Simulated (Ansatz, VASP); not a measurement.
## TaN: VASP beside Ansatz

Contents of INCAR:

```
PREC = Accurate
ENCUT = 520
EDIFF = 1E-6
ISMEAR = 0
SIGMA = 0.1
LREAL = F
LASPH = T
NELM = 60
ALGO = Normal
ISIF = 2
LWAVE = F
LCHARG = F
GGA = PE
NBANDS = 24
```

KPOINTS

```
Automatic mesh
0
Gamma
  18 18 8
```

The input POSCAR:

```
TaN
1.0
    2.9171232581      0.0000000000      0.0000000000
   -1.4585616291      2.5263028475      0.0000000000
    0.0000000000      0.0000000000      5.9149681250
Ta N
2 2
Direct
    0.0000000000      0.0000000000      0.0000000000
    0.0000000000      0.0000000000      0.5000000000
    0.3333333333      0.6666666667      0.2500000000
    0.6666666667      0.3333333333      0.7500000000
```

Input for Ansatz:

```yaml
crystal:
  lattice:
    - [2.9171232581, 0.0, 0.0]
    - [-1.4585616291, 2.5263028475, 0.0]
    - [0.0, 0.0, 5.914968125]
  atoms:
    - { symbol: Ta, position: [0.0, 0.0, 0.0] }
    - { symbol: Ta, position: [0.0, 0.0, 0.5] }
    - { symbol: "N", position: [0.3333333333, 0.6666666667, 0.25] }
    - { symbol: "N", position: [0.6666666667, 0.3333333333, 0.75] }
basis:
  ecutwfc: 420
kpoints:
  mp_grid: { grid: [18, 18, 8] }
  band_path:
    path:
      - [[0.0, 0.0, 0.0], [0.5, 0.0, 0.0], [0.33333333, 0.33333333, 0.0], [0.0, 0.0, 0.0], [0.0, 0.0, 0.5], [0.5, 0.0, 0.5], [0.33333333, 0.33333333, 0.5], [0.0, 0.0, 0.5]]
      - [[0.5, 0.0, 0.5], [0.5, 0.0, 0.0]]
      - [[0.33333333, 0.33333333, 0.5], [0.33333333, 0.33333333, 0.0]]
    npoints: 14
hamiltonian:
  xc: pbe
scf:
  occupations: { method: gaussian, width: 0.1 }
  n_extra_bands: 10
output:
  forces: true
  stress: true
  eigenvalues: true
  populations: true
  dos: { projected: true, de: 0.02, nscf_kmesh: { grid: [27, 27, 12] } }
  bader: true
  write_density: true
  write_potential: true
  elf: true
  volumetric_format: npy
```

Alike in both runs: task single point; functional PBE; k mesh 18 × 18 × 8; occupations gaussian, width 0.1 eV; no spin polarisation.

|  | VASP | Ansatz |
| --- | --- | --- |
| version | VASP 6.6.1 | Ansatz 0.2.0 |
| potentials or method | VASP PAW PBE potentials, release 64 (Ta_pv, N), cutoff 520 eV | scalar-relativistic, plane waves, PAW |
| valence electrons in the cell | 32 | 36 |

```csv
,VASP,Ansatz,Ansatz less VASP
gap on the k mesh at the Fermi level (eV),none,none,-
pressure (GPa),0.7,0.0,-0.70
"traceless stress, the component that is largest in VASP (GPa)",0.06,0.00,-0.053
```

A gap of «none» marks a metal or a gap that the smearing closes. With one functional, cell and mesh, what is left measures potentials, basis and numerics. VASP's potentials hold 32 valence electrons a cell and Ansatz's 36, so a difference there can come from the potentials and not from the codes.

Spin-orbit coupling is off throughout.
